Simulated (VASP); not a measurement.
Set up this calculation in VASP 6.6.1, as the native input.

```
Task                   : single point
Functional             : PBE
Potentials or basis    : VASP PAW PBE potentials, release 64 (Cd, Se)
Cutoff                 : 520 eV
k mesh                 : 6 × 6 × 6
Occupations            : gaussian, width 0.01 eV
Spin                   : no spin polarisation
Dipole correction      : no
Further INCAR settings : ALGO = Normal; EDIFF = 1e-07; NBANDS = 16
```

The structure of CdSe lies in POSCAR:

```
CdSe
1.0
    0.0000000000      3.0678017004      3.0678017004
    3.0678017004      0.0000000000      3.0678017004
    3.0678017004      3.0678017004      0.0000000000
Cd Se
1 1
Direct
    0.0000000000      0.0000000000      0.0000000000
    0.7500000000      0.7500000000      0.7500000000
```

The input as run:

INCAR

```
PREC = Accurate
ENCUT = 520
EDIFF = 1E-7
ISMEAR = 0
SIGMA = 0.01
LREAL = False
LASPH = True
NELM = 80
ALGO = Normal
ISIF = 2
LWAVE = False
LCHARG = False
GGA = PE
NBANDS = 16
```

KPOINTS

```
regular mesh
0
Gamma
  6 6 6
```

Potentials or basis: VASP PAW PBE potentials, release 64 (Cd, Se).

The run is started by

```console
$ cat potpaw_PBE.64/Cd/POTCAR potpaw_PBE.64/Se/POTCAR > POTCAR
$ mpirun -np 1 vasp_std > vasp.out
```

Results of the run:

```yaml
Pressure: 1.7 GPa
Band_gap_on_the_k_mesh: 0.55 eV, direct
```

It took 13 s on 1 thread of Intel(R) Xeon(R) Platinum 8488C (Sapphire Rapids), with other jobs on the host, peak memory 0.18 GiB.
